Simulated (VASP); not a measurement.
Crystal: SiC.

```
CELL_PARAMETERS angstrom
0.00000 2.25015 2.25015
2.25015 0.00000 2.25015
2.25015 2.25015 0.00000
ATOMIC_POSITIONS crystal
Si 0.00000 0.00000 0.00000
C 0.25000 0.25000 0.25000
```

This cell differs from its parent crystal: strain +3.3%.

Base run:

- Program: VASP 6.6.1
- Functional: PBE
- Potentials or basis: VASP PAW PBE potentials, release 64 (Si, C)
- Cutoff: 520 eV
- k mesh: 10 × 10 × 10
- Occupations: fermi-dirac, width 0.02 eV
- Spin: no spin polarisation

Its results: band gap on the k mesh 1.44 eV, indirect (least direct gap 4.44 eV); pressure -14.8 GPa.

Problem. The run is repeated on the same cell with these changes: functional from PBE to r2SCAN; occupations from fermi-dirac, width 0.02 eV to gaussian, width 0.01 eV. What comes out?

Solution. Band gap on the k mesh 1.78 eV, indirect (least direct gap 4.92 eV); pressure -18.4 GPa.

Caveats: the PAW data sets were made with another functional, which shifts forces and pressure a little (some runs).

A k mesh can miss the band edges.
